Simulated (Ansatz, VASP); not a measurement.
## K: VASP beside Ansatz

File INCAR:

```
SYSTEM = K
PREC = Accurate
ENCUT = 520
EDIFF = 1E-6
ISMEAR = 0
SIGMA = 0.15
LREAL = .False.
LASPH = .True.
NELM = 60
ALGO = Fast
ISIF = 2
LWAVE = .False.
LCHARG = .True.
LELF = .True.
LVHAR = .True.
NBANDS = 10
```

Contents of KPOINTS:

```
regular mesh
0
Gamma
  14 14 14
  0 0 0
```

POSCAR

```
K
1.0
   -2.6917849860      2.6917849860      2.4764421872
    2.6917849860     -2.6917849860      2.4764421872
    2.6917849860      2.6917849860     -2.4764421872
K
1
Direct
    0.0000000000      0.0000000000      0.0000000000
```

Input for Ansatz:

```yaml
crystal:
  lattice:
    - [-2.691784986, 2.691784986, 2.4764421872]
    - [2.691784986, -2.691784986, 2.4764421872]
    - [2.691784986, 2.691784986, -2.4764421872]
  atoms:
    - { symbol: K, position: [0.0, 0.0, 0.0] }
basis:
  ecutwfc: 420
kpoints:
  mp_grid: { grid: [14, 14, 14] }
hamiltonian:
  xc: lda
scf:
  occupations: { method: gaussian, width: 0.15 }
output:
  forces: true
  stress: true
  eigenvalues: true
```

Alike in both runs: task single point; functional LDA; k mesh 14 × 14 × 14; occupations gaussian, width 0.15 eV; no spin polarisation.

|  | VASP | Ansatz |
| --- | --- | --- |
| version | VASP 6.6.1 | Ansatz 0.2.0 |
| potentials or method | VASP PAW LDA potentials, release 64 (K_sv), cutoff 520 eV | scalar-relativistic, plane waves, PAW |
| valence electrons in the cell | 9 | 9 |

```tsv
	VASP	Ansatz	Ansatz less VASP
gap on the k mesh at the Fermi level (eV)	none	none	-
pressure (GPa)	-0.4	-0.4	+0.01
traceless stress, the component that is largest in VASP (GPa)	0.05	0.05	0.000
```

LDA's correlation is that of Perdew and Zunger in VASP and of Perdew and Wang (1992) in Ansatz. A gap of «none» marks a metal or a gap that the smearing closes.
